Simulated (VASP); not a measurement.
# AgO2: single point with PBE

AgO2:

```
Ag O
1.0
     3.12200   -1.80291    0.05652
     0.96810   -1.80291    3.62436
    -3.12200   -5.40872   -0.05652
Ag O
2 4
Direct
  0.25000 0.50000 0.75000
  0.75000 0.50000 0.25000
  0.90401 0.19216 0.96794
  0.40401 0.19216 0.46794
  0.59599 0.80784 0.53206
  0.09599 0.80784 0.03206
```

- Program: VASP 6.6.1
- Task: single point
- Functional: PBE
- Potentials or basis: VASP PAW PBE potentials, release 64 (Ag_sv_GW, O)
- Cutoff: 700 eV
- k mesh: 6 × 6 × 4
- Occupations: gaussian, width 0.2 eV
- Spin: no spin polarisation

```
Pressure               : 0.2 GPa
Largest force          : 0.275 eV/Å
Band gap on the k mesh : zero (bands 31 and 32 overlap by 1.18 eV)
```

Forces on the atoms (eV/Å):
```
Ag   0.000  0.000  0.000
Ag   0.000  0.000  0.000
O    0.000  0.009  0.275
O    0.000  0.009  0.275
O    0.000 -0.009 -0.275
O    0.000 -0.009 -0.275
```

Stress tensor (GPa, compression positive):
```
-0.38  0.03 -0.03
 0.03 -0.36 -0.05
-0.03 -0.05  1.23
```

Levels at points of the mesh, in eV from the Fermi level:
```
           k point  band 29  band 30  band 31  band 32  band 33  band 34
(0.00, 0.00, 0.00)    -1.64    -1.47     0.76     0.77     2.18     4.74
(0.50, 0.00, 0.00)    -1.42    -1.42    -0.23    -0.23     4.36     4.36
(0.00, 0.50, 0.00)    -1.54    -0.88    -0.87     0.69     2.10     3.54
(0.50, 0.50, 0.00)    -1.42    -1.42    -0.24    -0.24     4.37     4.37
(0.00, 0.00, 0.50)    -0.08    -0.08    -0.02    -0.02     3.23     3.23
(0.50, 0.00, 0.50)    -1.63    -1.54    -1.48     0.70     3.94     4.73
(0.00, 0.50, 0.50)    -1.44    -1.44     0.15     0.15     3.08     3.08
(0.50, 0.50, 0.50)    -1.64    -1.54    -1.47     0.69     3.95     4.74
```

It took 4.8 min on 1 thread of AMD EPYC 7R43 64-Core Processor (Zen 3) (shared host), peak memory 0.45 GiB.
